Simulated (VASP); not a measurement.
Runs of VASP 6.6.1 on Sb. The structure is that of space group Fd-3m (No. 227), or close to it. The cells are those of the table. 

| cell | k mesh | gap on the mesh (eV) | pressure (GPa) |
| --- | --- | --- | --- |
| a = 4.662 Å, angles 60.0°, 2 atoms | 9 × 9 × 9 | none | (b) |
| a = 4.799 Å, angles 60.0°, 2 atoms | 9 × 9 × 9 | none | (c) |
| a = 4.929 Å, angles 60.0°, 2 atoms | 9 × 9 × 9 | none | -1.2 |
| a = 4.731 Å, angles 60.0°, 2 atoms | 9 × 9 × 9 | none | (a) |
| a = 5.052 Å, angles 60.0°, 2 atoms | 9 × 9 × 9 | none | -3.1 |
| a = 4.865 Å, angles 60.0°, 2 atoms | 9 × 9 × 9 | none | 0.0 |
| a = 4.991 Å, angles 60.0°, 2 atoms | 9 × 9 × 9 | none | -2.3 |
| a = 4.865 Å, angles 60.0°, 2 atoms | 13 × 13 × 13 | none | -0.1 |

Alike in all rows: task single point; level PBEsol; potentials or basis VASP PAW PBE potentials, release 64 (Sb); no spin polarisation; cutoff (eV) 520; smearing fermi-dirac 0.1 eV.

Problem. Estimate the missing entries.

Solution. (a) 3.5; (b) 5.8; (c) 1.6.

Caveats: the PAW data sets were made with another functional, which shifts forces and pressure a little; spin-orbit coupling is left out, which moves the levels of the heavy elements.

A k mesh can miss the band edges, and the runs leave out spin-orbit coupling on Sb.

A gap of «none» marks levels without a gap at the run's occupations.
